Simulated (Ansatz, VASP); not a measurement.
Mg2ZrH6 in VASP and in Ansatz

```xyz
9
Lattice="0.0000 3.6731 3.6731 3.6731 0.0000 3.6731 3.6731 3.6731 0.0000" Properties=species:S:1:pos:R:3 pbc="T T T"
Mg    5.5096    5.5096    5.5096
Mg    1.8365    1.8365    1.8365
Zr    0.0000    0.0000    0.0000
H     0.0000    1.8365    1.8365
H     3.6731    1.8365    1.8365
H     1.8365    0.0000    1.8365
H     1.8365    3.6731    1.8365
H     1.8365    1.8365    0.0000
H     1.8365    1.8365    3.6731
```

Alike in both runs: task single point; functional PBE; k mesh 10 × 10 × 10; occupations gaussian, width 0.1 eV; collinear spin.

```csv
,VASP,Ansatz
version,VASP 6.6.1,Ansatz 0.2.0
potentials or method,"VASP PAW PBE potentials, release 64 (Mg, Zr_sv, H), cutoff 520 eV","scalar-relativistic, plane waves, PAW"
valence electrons in the cell,22,38
```

```tsv
	VASP	Ansatz	Ansatz less VASP
gap on the k mesh at the Fermi level (eV)	none	none	-
pressure (GPa)	-0.1	0.0	+0.14
net moment per atom (μB)	0.22	0.22	0.000
size of the moment on the site where the two differ most (μB)	1.27	1.01	-0.265
```

Site moments also hang on the region over which each program counts them. A gap of «none» marks a metal or a gap that the smearing closes. VASP's potentials hold 22 valence electrons a cell and Ansatz's 38, so a difference there can come from the potentials and not from the codes. Ansatz's warnings: stability check not made.
